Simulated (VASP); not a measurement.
# K: single point with PBE

The system is K.

```
K
1.0
     3.83778    0.00000    0.00000
    -1.91889    3.32362    0.00000
     0.00000    0.00000    3.60752
K
1
Cartesian
  0.0000 0.0000 0.0000
```

This cell differs from its parent crystal: volume scaled by 0.6.

```
Program                : VASP 6.6.1
Task                   : single point
Functional             : PBE
Potentials or basis    : VASP PAW PBE potentials, release 64 (K_sv)
Cutoff                 : 520 eV
k mesh                 : 10 × 10 × 9
Occupations            : fermi-dirac, width 0.08 eV
Spin                   : no spin polarisation
Dipole correction      : no
Further INCAR settings : ALGO = Normal; EDIFF = 1e-06; NBANDS = 10
```

```
Pressure : 4.1 GPa
```

Stress tensor (GPa, compression positive):
```
4.25 0.00 0.00
0.00 4.25 0.00
0.00 0.00 3.93
```

Levels at points of the mesh, in eV from the Fermi level:
```tsv
k point	band 3	band 4	band 5	band 6	band 7	band 8
(0.00, 0.00, 0.00)	-15.56	-15.53	-2.89	2.87	4.47	4.47
(0.50, 0.00, 0.00)	-15.64	-15.49	0.19	0.78	3.09	5.38
```

Run time: 46 s on 1 thread of Intel Xeon 8259CL (shared host), peak memory 0.17 GiB.
